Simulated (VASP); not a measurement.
A run of VASP 6.6.1:

Contents of INCAR:

```
PREC     = Accurate       # precision mode
ENCUT    = 520            # plane-wave cutoff, eV
EDIFF    = 1E-6           # SCF threshold, eV
ISMEAR   = -1             # smearing method
SIGMA    = 0.02           # smearing width, eV
LREAL    = F              # projectors in reciprocal space
LASPH    = T              # aspherical terms in the spheres
NELM     = 60             # most SCF steps
ALGO     = Normal         # electronic algorithm
ISIF     = 2              # what is computed and relaxed
LWAVE    = F              # write WAVECAR
LCHARG   = T              # write CHGCAR
GGA      = PE             # functional
LELF     = T              # ELF
LVHAR    = T            
NBANDS   = 31             # bands
```

The input KPOINTS:

```
Automatic mesh
0
Gamma
  8 8 6
```

File POSCAR:

```
LuScN2
1.0
    3.2725982828      0.0000000000      0.0000000000
    0.0000000000      3.2725982828      0.0000000000
    0.0000000000      0.0000000000      4.6188239134
Sc N Lu
1 2 1
Direct
    0.0000000000      0.0000000000      0.0000000000
    0.0000000000      0.0000000000      0.5000000000
    0.5000000000      0.5000000000      0.0000000000
    0.5000000000      0.5000000000      0.5000000000
```

Potentials or basis: VASP PAW PBE potentials, release 64 (Sc_sv, N, Lu).

Run with:

```console
$ cat potpaw_PBE.64/Sc_sv/POTCAR potpaw_PBE.64/N/POTCAR potpaw_PBE.64/Lu/POTCAR > POTCAR
$ mpirun -np 1 vasp_std > vasp.out
```

Hardware: 1 thread of Intel Xeon 8259CL, with other jobs on the host.

Task: How long does it take, and how much memory?

Result: Wall time 100 s on 1 thread of Intel Xeon 8259CL, on a shared host, peak memory 0.24 GiB. Counts: scf iterations 15, k points 60.
